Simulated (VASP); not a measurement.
# Si (I4_1/amd) in VASP: a series of runs

Si is run at these levels: LDA, PBE; tasks: single point.

Program: VASP 6.6.1. These are calculated values, not measurements. Logs are shortened: lines on timing, memory, paths and dates and some standing lists are left out, and cuts for length are marked.

### Step 1. The cell of the first run

The structure is tetragonal, space group I4_1/amd (No. 141). The conventional cell has a = 4.743 Å, b = 4.743 Å, c = 2.659 Å, α = 90.00°, β = 90.00°, γ = 90.00°. Si (site symmetry -4m2) has 10 Si at 2.46 to 3.10 Å within 3.3 Å.

### Step 2. Single point, LDA

INCAR reads:

```
PREC = Accurate
ENCUT = 500
EDIFF = 1E-6
ISMEAR = -1
SIGMA = 0.1
LREAL = False
LASPH = True
NELM = 120
ALGO = Normal
ISIF = 2
LWAVE = False
LCHARG = False
NBANDS = 11
GGA_COMPAT = False
```

KPOINTS reads:

```
Automatic mesh
0
Gamma
  12 12 12
```

POSCAR reads:

```
Si
1.0
   -2.3713725000      2.3713725000      1.3292655000
    2.3713725000     -2.3713725000      1.3292655000
    2.3713725000      2.3713725000     -1.3292655000
Si
2
Direct
    0.2500000000      0.7500000000      0.5000000000
    0.5000000000      0.5000000000      0.0000000000
```

Potentials or basis: VASP PAW LDA potentials, release 64 (Si).

On the command line:

```sh
$ cat potpaw_LDA.64/Si/POTCAR > POTCAR
$ mpirun -np 1 vasp_std > vasp.out
```

OUTCAR:

```text
PREC = Accurate
   ENCUT = 500
   EDIFF = 1E-6
   ISMEAR = -1
   LREAL = False
   LASPH = True
   NELM = 120
   ISIF = 2

 ion  position               nearest neighbor table
   1  0.250  0.750  0.500-   2 2.46   2 2.46   2 2.46   2 2.46   2 3.10   2 3.10   2 3.10   2 3.10

   2  0.500  0.500  0.000-   1 2.46   1 2.46   1 2.46   1 2.46   1 3.10   1 3.10   1 3.10   1 3.10

  LATTYP: Found a body centered tetragonal cell.
 ALAT       =     4.7427450000
 C/A-ratio  =     0.5605468985

  Lattice vectors:

 A1 = (  -2.3713725000,   2.3713725000,   1.3292655000)
 A2 = (   2.3713725000,  -2.3713725000,   1.3292655000)
 A3 = (   2.3713725000,   2.3713725000,  -1.3292655000)

Analysis of symmetry for initial positions (statically):
=====================================================================
 Subroutine PRICEL returns:
 Original cell was already a primitive cell.

 Routine SETGRP: Setting up the symmetry group for a
 body centered tetragonal supercell.

 Subroutine GETGRP returns: Found 16 space group operations
 (whereof  8 operations were pure point group operations)
 out of a pool of 16 trial point group operations.

The static configuration has the point symmetry D_2d.
 The point group associated with its full space group is D_4h.

Analysis of symmetry for dynamics (positions and initial velocities):
=====================================================================
 Subroutine PRICEL returns:
 Original cell was already a primitive cell.

 Routine SETGRP: Setting up the symmetry group for a
 body centered tetragonal supercell.

 Subroutine GETGRP returns: Found 16 space group operations
 (whereof  8 operations were pure point group operations)
 out of a pool of 16 trial point group operations.

The dynamic configuration has the point symmetry D_2d.
 The point group associated with its full space group is D_4h.

 Subroutine INISYM returns: Found 16 space group operations
 (whereof  8 operations are pure point group operations),
 and found     1 'primitive' translations

----------------------------------------------------------------------------------------

                                     Primitive cell

  volume of cell :      29.9000

  direct lattice vectors                    reciprocal lattice vectors
    -2.371372500  2.371372500  1.329265500     0.000000000  0.210848359  0.376147579
     2.371372500 -2.371372500  1.329265500     0.210848359  0.000000000  0.376147579
     2.371372500  2.371372500 -1.329265500     0.210848359  0.210848359  0.000000000

  length of vectors
     3.607459194  3.607459194  3.607459194     0.431212282  0.431212282  0.298184609

  position of ions in fractional coordinates (direct lattice)
     0.250000000  0.750000000  0.500000000
     0.500000000  0.500000000  0.000000000

  ion indices of the primitive-cell ions
   primitive index   ion index
                 1           1
                 2           2

----------------------------------------------------------------------------------------

 KPOINTS: Automatic mesh

Automatic generation of k-mesh.
 Grid dimensions read from file:
 generate k-points for:   12   12   12

 Generating k-lattice:

  Cartesian coordinates                     Fractional coordinates (reciprocal lattice)
     0.000000000  0.017570697  0.031345632     0.083333333  0.000000000  0.000000000
     0.017570697  0.000000000  0.031345632     0.000000000  0.083333333  0.000000000
     0.017570697  0.017570697  0.000000000     0.000000000  0.000000000  0.083333333

  Length of vectors
     0.035934357  0.035934357  0.024848717

  Shift w.r.t. Gamma in fractional coordinates (k-lattice)
     0.000000000  0.000000000  0.000000000

 Subroutine IBZKPT returns following result:
 ===========================================

 Found    163 irreducible k-points:

 Following reciprocal coordinates:
            Coordinates               Weight
  0.000000  0.000000  0.000000      1.000000
  0.083333  0.000000 -0.000000      8.000000
  0.166667  0.000000  0.000000      8.000000
  0.250000  0.000000 -0.000000      8.000000
  0.333333  0.000000 -0.000000      8.000000
  0.416667  0.000000 -0.000000      8.000000
[... 16 lines left out ...]
  0.500000  0.166667  0.000000     16.000000
 -0.416667  0.166667 -0.000000     16.000000
 [... further k-points ...]
   k-points           NKPTS =    163   k-points in BZ     NKDIM =    163   number of bands    NBANDS=     11
   number of dos      NEDOS =    301   number of ions     NIONS =      2
   total plane-waves  NPLWV =  21952
   dimension x,y,z NGX =    28 NGY =   28 NGZ =   28
   dimension x,y,z NGXF=    56 NGYF=   56 NGZF=   56
   ions per type =               2
   NGX,Y,Z   is equivalent  to a cutoff of  12.90, 12.90, 12.90 a.u.
   NGXF,Y,Z  is equivalent  to a cutoff of  25.81, 25.81, 25.81 a.u.
 SYSTEM =  unknown system
   PREC   = accura    normal or accurate (medium, high low for compatibility)
   ISTART =      0    job   : 0-new  1-cont  2-samecut
   ICHARG =      2    charge: 1-file 2-atom 10-const
   ISPIN  =      1    spin polarized calculation?
   LNONCOLLINEAR =      F non collinear calculations
   LSORBIT =      F    spin-orbit coupling
   LASPH  =      T    aspherical Exc in radial PAW
   ENCUT  =  500.0 eV  36.75 Ry    6.06 a.u.   6.58  6.58  6.58*2*pi/ulx,y,z
   NELM   =    120;   NELMIN=  2; NELMDL= -5     # of ELM steps
   EDIFF  = 0.1E-05   stopping-criterion for ELM
   LREAL  =      F    real-space projection
   EDIFFG = 0.1E-04   stopping-criterion for IOM
   NSW    =      0    number of steps for IOM
   IBRION =     -1    ionic relax: 0-MD 1-quasi-New 2-CG
   NFREE  =      0    steps in history (QN), initial steepest desc. (CG)
   ISIF   =      2    stress and relaxation
   ISYM   =      2    0-nonsym 1-usesym 2-fastsym
   POTIM  = 0.5000    time-step for ionic-motion
   TEBEG  =    0.0;   TEEND  =   0.0 temperature during run
   PSTRESS=    0.0 pullay stress
   NELECT =       8.0000    total number of electrons
   NUPDOWN=      -1.0000    fix difference up-down
   EMIN   =  10.00;   EMAX   =-10.00  energy-range for DOS
   EFERMI =   0.00;   METHOD = LEGACY
   ISMEAR =    -1;   SIGMA  =   0.10  broadening in eV -4-tet -1-fermi 0-gaus
   EFERMI_NEDOS =   21; number of points for ismear=-14 and -15
   IALGO  =     38    algorithm
   IMIX   =      4    mixing-type and parameters
     AMIX     =   0.40;   BMIX     =  1.00
     AMIX_MAG =   1.60;   BMIX_MAG =  1.00
  volume/ion in A,a.u.               =      14.95       100.89
  Fermi-wavevector in a.u.,A,eV,Ry     =   1.054908  1.993486 15.140970  1.112830
  Thomas-Fermi vector in A             =   2.190086
   LORBIT       =      0    0 simple, 1 ext, 2 COOP (PROOUT), +10 PAW based schemes
   GGA     = CA    functional components
   LHFCALC =     F    Hartree Fock is set to
   AEXX    =    0.0000 exact exchange contribution
   IVDW    =     0    specifies the selected vdW correction
   LEPSILON=     F    determine dielectric tensor
   LRPA    =     F    only Hartree local field effects (RPA)
 non-spin polarized calculation
  energy-cutoff  :      500.00
  volume of cell :       29.90
 maximum number of plane-waves:       777
 NGX is ok and might be reduce to    28
   NGX = 13   NGY = 13   NGZ = 13

 number of electron       8.0000000 magnetization

 Free energy of the ion-electron system (eV)
  ---------------------------------------------------
  ext. energy  EPLUGINS =         0.00000000
  ---------------------------------------------------
  free energy    TOTEN  =       -11.50872667 eV

  energy without entropy =      -11.48479437  energy(sigma->0) =      -11.49676052

 E-fermi :   9.4075     XC(G=0): -11.0651

 val. band max:        9.3802950721   @ k =  -0.0833   0.0833   0.0833
 cond. band min:       9.4578725385   @ k =  -0.3333   0.5000   0.3333
 fundamental gap:      0.0775774664
 Fermi energy:         9.4074917573

 k-point     1 :       0.0000    0.0000    0.0000
  band No.  band energies     occupation
      1      -4.5006      2.00000
      2       6.9328      2.00000
      3       6.9328      2.00000
      4       7.5747      2.00000
      5      10.9455      0.00000
      6      16.8598      0.00000
      7      18.3550      0.00000
      8      18.3926      0.00000
      9      18.3926      0.00000
     10      19.6199      0.00000
     11      19.9802      0.00000

 k-point     2 :       0.0833    0.0000   -0.0000
  band No.  band energies     occupation
      1      -4.3153      2.00000
      2       6.3760      2.00000
      3       6.8431      2.00000
      4       8.4431      1.99987
      5      11.3717      0.00000
      6      15.7443      0.00000
      7      16.4021      0.00000
      8      17.8996      0.00000
      9      18.0051      0.00000
     10      19.2334      0.00000
     11      21.0514      0.00000

 k-point     3 :       0.1667    0.0000    0.0000
  band No.  band energies     occupation
      1      -3.7607      2.00000
      2       5.9061      2.00000
      3       6.7093      2.00000
      4       9.7621      0.05603
      5      12.4771      0.00000
      6      13.3431      0.00000
      7      14.0817      0.00000
      8      16.4910      0.00000
      9      16.5701      0.00000
     10      17.9981      0.00000
     11      20.5670      0.00000
[... 267 lines left out ...]
 k-point    23 :       0.5000    0.1667    0.0000
  band No.  band energies     occupation
      1      -0.5305      2.00000
      2       3.4668      2.00000
      3       6.0556      2.00000
      4       7.5537      2.00000
      5       9.9041      0.01384
      6      12.1527      0.00000
      7      14.3460      0.00000
      8      15.7354      0.00000
      9      18.1527      0.00000
     10      20.4199      0.00000
     11      20.6935      0.00000

 k-point    24 :      -0.4167    0.1667   -0.0000
  band No.  band energies     occupation
      1      -1.9680      2.00000
      2       3.1139      2.00000
      3       7.1022      2.00000
      4       8.8291      1.99387
      5      11.2120      0.00000
      6      13.1020      0.00000
      7      13.5255      0.00000
      8      16.0236      0.00000
      9      17.6761      0.00000
     10      19.0013      0.00000
     11      20.1336      0.00000

 [... further k-points ...]

------------------------ aborting loop because EDIFF is reached ----------------------------------------

  FORCE on cell =-STRESS in cart. coord.  units (eV):
  Direction    XX          YY          ZZ          XY          YZ          ZX
  --------------------------------------------------------------------------------------
  -------------------------------------------------------------------------------------
  Total        0.1021623      0.1021623     -0.5653683      0.0000000      0.0000000      0.0000000
  in kB        5.4743197      5.4743197    -30.2949882      0.0000000      0.0000000      0.0000000
  external PRESSURE =      -6.4487829 kB  Pullay stress =       0.0000000 kB

 VOLUME and BASIS-vectors are now :
 -----------------------------------------------------------------------------
  energy-cutoff  :      500.00
  volume of cell :       29.90
      direct lattice vectors                 reciprocal lattice vectors
    -2.371372500  2.371372500  1.329265500     0.000000000  0.210848359  0.376147579
     2.371372500 -2.371372500  1.329265500     0.210848359  0.000000000  0.376147579
     2.371372500  2.371372500 -1.329265500     0.210848359  0.210848359  0.000000000

 POSITION                                       TOTAL-FORCE (eV/Angst)
 -----------------------------------------------------------------------------------
      2.37137     -0.00000      0.66463        -0.000000      0.000000      0.000000
      0.00000      0.00000      1.32927         0.000000     -0.000000     -0.000000
 -----------------------------------------------------------------------------------
    total drift:                                0.000000      0.000000      0.000000

  FREE ENERGIE OF THE ION-ELECTRON SYSTEM (eV)
  ---------------------------------------------------
  free  energy   TOTEN  =       -11.5087266707 eV

  energy  without entropy=      -11.4847943729  energy(sigma->0) =      -11.49676052
```

It took 42 s on 1 thread of Intel Xeon Platinum 8259CL at 2.50GHz (Skylake/Cascade Lake), shared host; peak memory 0.16 GiB.

What came out:

* Free energy: -11.5087 eV
* Pressure: -0.6 GPa
* Band gap on the k mesh: zero (bands 4 and 5 overlap by 6.82 eV)

### Step 3. Single point, PBE

INCAR reads:

```
PREC = Accurate ; ENCUT = 500
EDIFF = 1E-6 ; ISMEAR = -1
SIGMA = 0.1 ; LREAL = F
LASPH = T ; NELM = 120
ALGO = Normal ; ISIF = 2
LWAVE = F ; LCHARG = T
GGA = PE ; LELF = T
LVHAR = T ; NBANDS = 11
GGA_COMPAT = F
```

KPOINTS is that of step 2.

POSCAR is that of step 2.

Potentials or basis: VASP PAW PBE potentials, release 64 (Si).

On the command line:

```sh
$ cat potpaw_PBE.64/Si/POTCAR > POTCAR
$ mpirun -np 1 vasp_std > vasp.out
```

OUTCAR:

```text
PREC = Accurate
   ENCUT = 500
   EDIFF = 1E-6
   ISMEAR = -1
   LREAL = F
   LASPH = T
   NELM = 120
   ISIF = 2
   GGA = PE

 ion  position               nearest neighbor table
   1  0.250  0.750  0.500-   2 2.46   2 2.46   2 2.46   2 2.46   2 3.10   2 3.10   2 3.10   2 3.10

   2  0.500  0.500  0.000-   1 2.46   1 2.46   1 2.46   1 2.46   1 3.10   1 3.10   1 3.10   1 3.10

  LATTYP: Found a body centered tetragonal cell.
 ALAT       =     4.7427450000
 C/A-ratio  =     0.5605468985

  Lattice vectors:

 A1 = (  -2.3713725000,   2.3713725000,   1.3292655000)
 A2 = (   2.3713725000,  -2.3713725000,   1.3292655000)
 A3 = (   2.3713725000,   2.3713725000,  -1.3292655000)

Analysis of symmetry for initial positions (statically):
=====================================================================
 Subroutine PRICEL returns:
 Original cell was already a primitive cell.

 Routine SETGRP: Setting up the symmetry group for a
 body centered tetragonal supercell.

 Subroutine GETGRP returns: Found 16 space group operations
[... 175 lines left out ...]
  band No.  band energies     occupation
      1      -4.5092      2.00000
      2       6.9512      2.00000
      3       6.9512      2.00000
      4       7.6568      2.00000
      5      10.9511      0.00000
      6      16.9173      0.00000
      7      18.5334      0.00000
      8      18.5442      0.00000
      9      18.5442      0.00000
     10      19.6557      0.00000
     11      20.1260      0.00000
[... 309 lines left out ...]
 k-point    24 :      -0.4167    0.1667   -0.0000
  band No.  band energies     occupation
      1      -1.9682      2.00000
      2       3.1342      2.00000
      3       7.1283      2.00000
      4       8.8623      1.99431
      5      11.2583      0.00000
      6      13.1647      0.00000
      7      13.6069      0.00000
      8      16.1247      0.00000
      9      17.7495      0.00000
     10      19.0391      0.00000
     11      20.2164      0.00000

 [... further k-points ...]

------------------------ aborting loop because EDIFF is reached ----------------------------------------

  FORCE on cell =-STRESS in cart. coord.  units (eV):
  Direction    XX          YY          ZZ          XY          YZ          ZX
  --------------------------------------------------------------------------------------
  -------------------------------------------------------------------------------------
  Total        0.8509289      0.8509289      0.1396661      0.0000000      0.0000000      0.0000000
  in kB       45.5966129     45.5966129      7.4839388      0.0000000      0.0000000      0.0000000
  external PRESSURE =      32.8923882 kB  Pullay stress =       0.0000000 kB

 VOLUME and BASIS-vectors are now :
 -----------------------------------------------------------------------------
  energy-cutoff  :      500.00
  volume of cell :       29.90
      direct lattice vectors                 reciprocal lattice vectors
    -2.371372500  2.371372500  1.329265500     0.000000000  0.210848359  0.376147579
     2.371372500 -2.371372500  1.329265500     0.210848359  0.000000000  0.376147579
     2.371372500  2.371372500 -1.329265500     0.210848359  0.210848359  0.000000000

 POSITION                                       TOTAL-FORCE (eV/Angst)
 -----------------------------------------------------------------------------------
      2.37137     -0.00000      0.66463        -0.000000     -0.000000     -0.000000
      0.00000      0.00000      1.32927         0.000000      0.000000      0.000000
 -----------------------------------------------------------------------------------
    total drift:                                0.000000      0.000000      0.000000

  FREE ENERGIE OF THE ION-ELECTRON SYSTEM (eV)
  ---------------------------------------------------
  free  energy   TOTEN  =       -10.2660595946 eV

  energy  without entropy=      -10.2422057472  energy(sigma->0) =      -10.25413267
```

OSZICAR:

```text
N       E                     dE             d eps       ncg     rms          rms(c)
DAV:   1     0.459938422407E+01    0.45994E+01   -0.32750E+03  3586   0.586E+02
DAV:   2    -0.989482770950E+01   -0.14494E+02   -0.13936E+02  4704   0.814E+01
DAV:   3    -0.102812930991E+02   -0.38647E+00   -0.38396E+00  4629   0.109E+01
DAV:   4    -0.102828973820E+02   -0.16043E-02   -0.16041E-02  4316   0.907E-01
DAV:   5    -0.102829046002E+02   -0.72183E-05   -0.72179E-05  4490   0.545E-02    0.423E+00
DAV:   6    -0.102726408909E+02    0.10264E-01   -0.41528E-03  4174   0.328E-01    0.246E+00
DAV:   7    -0.102660693781E+02    0.65715E-02   -0.96814E-03  3984   0.532E-01    0.218E-01
DAV:   8    -0.102660735107E+02   -0.41325E-05   -0.68090E-04  4292   0.150E-01    0.665E-02
DAV:   9    -0.102660599378E+02    0.13573E-04   -0.30439E-05  4432   0.301E-02    0.279E-02
DAV:  10    -0.102660595946E+02    0.34327E-06   -0.24410E-06  4117   0.992E-03
   1 F= -.10266060E+02 E0= -.10254133E+02  d E =-.238538E-01
```

It took 56 s on 1 thread of Intel Xeon Platinum 8259CL at 2.50GHz (Skylake/Cascade Lake), shared host; peak memory 0.17 GiB.

What came out:

* Free energy: -10.2661 eV
* Pressure: 3.3 GPa
* Band gap on the k mesh: zero (bands 4 and 5 overlap by 6.88 eV)

Caveat: the cell stands under pressure.
